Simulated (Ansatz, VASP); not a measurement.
# Be2Co in VASP and in Ansatz

INCAR

```
SYSTEM = Be2Co
ALGO = Fast ; EDIFF = 1E-6
ENCUT = 520 ; GGA = PE
ISIF = 2 ; ISMEAR = 0
ISPIN = 2 ; LASPH = .True.
LCHARG = .False. ; LMAXMIX = 4
LORBIT = 11 ; LREAL = .False.
LWAVE = .False. ; MAGMOM = 0 0 1.19
NBANDS = 18 ; NELM = 150
PREC = Accurate ; SIGMA = 0.1
```

The input KPOINTS:

```
k-points
0
Gamma
  2 2 2
  0 0 0
```

The input POSCAR:

```
Be2Co
1.0
    0.0000000000      1.9194920000      5.3325430000
    1.3384940000      0.0000000000      5.3325430000
    1.3384940000      1.9194920000      0.0000000000
Be Co
2 1
Direct
    0.3360580000      0.3360580000      0.6639420000
    0.6639420000      0.6639420000      0.3360580000
    0.0000000000      0.0000000000      0.0000000000
```

Input for Ansatz:

```yaml
crystal:
  lattice:
    - [0.0, 1.919492, 5.332543]
    - [1.338494, 0.0, 5.332543]
    - [1.338494, 1.919492, 0.0]
  atoms:
    - { symbol: Be, position: [0.336058, 0.336058, 0.663942] }
    - { symbol: Be, position: [0.663942, 0.663942, 0.336058] }
    - { symbol: Co, position: [0.0, 0.0, 0.0], spin: 1.19 }
basis:
  ecutwfc: 420
  ecutrho_ratio: 4
kpoints:
  mp_grid: { grid: [2, 2, 2] }
hamiltonian:
  xc: pbe
scf:
  occupations: { method: gaussian, width: 0.1 }
  lower_state_search: "off"
  algorithm: direct_min
  max_iter: 100
output:
  forces: true
  stress: true
  eigenvalues: true
  populations: true
magnetization:
  spin_polarized: true
```

Alike in both runs: task single point; functional PBE; k mesh 2 × 2 × 2; occupations gaussian, width 0.1 eV; collinear spin.

```csv
,VASP,Ansatz
version,VASP 6.6.1,Ansatz 0.2.0
potentials or method,"VASP PAW PBE potentials, release 64 (Be, Co), cutoff 520 eV","scalar-relativistic, plane waves, PAW"
valence electrons in the cell,13,21
```

Ansatz gave:

```
gap on the k mesh at the Fermi level (eV)                     : none
pressure (GPa)                                                : 5.9
traceless stress, the component that is largest in VASP (GPa) : 17.03
rms of the force components (eV/Å)                            : 0.367
net moment per atom (μB)                                      : 0.75
size of the moment on the site where the two differ most (μB) : 2.09
```

Problem. Which values does VASP return?

Solution. gap on the k mesh at the Fermi level (eV): none; pressure (GPa): 5.5; traceless stress, the component that is largest in VASP (GPa): 17.02; rms of the force components (eV/Å): 0.370; net moment per atom (μB): 0.75; size of the moment on the site where the two differ most (μB): 2.07.

Site moments also hang on the region over which each program counts them. Atom by atom the forces differ by 0.003 eV/Å (rms over components). A gap of «none» marks a metal or a gap that the smearing closes. With one functional, cell and mesh, what is left measures potentials, basis and numerics. VASP's potentials hold 13 valence electrons a cell and Ansatz's 21, so a difference there can come from the potentials and not from the codes. Ansatz's warnings: stability check not made.

The k mesh is coarse, so the values compare programs but aren't converged.
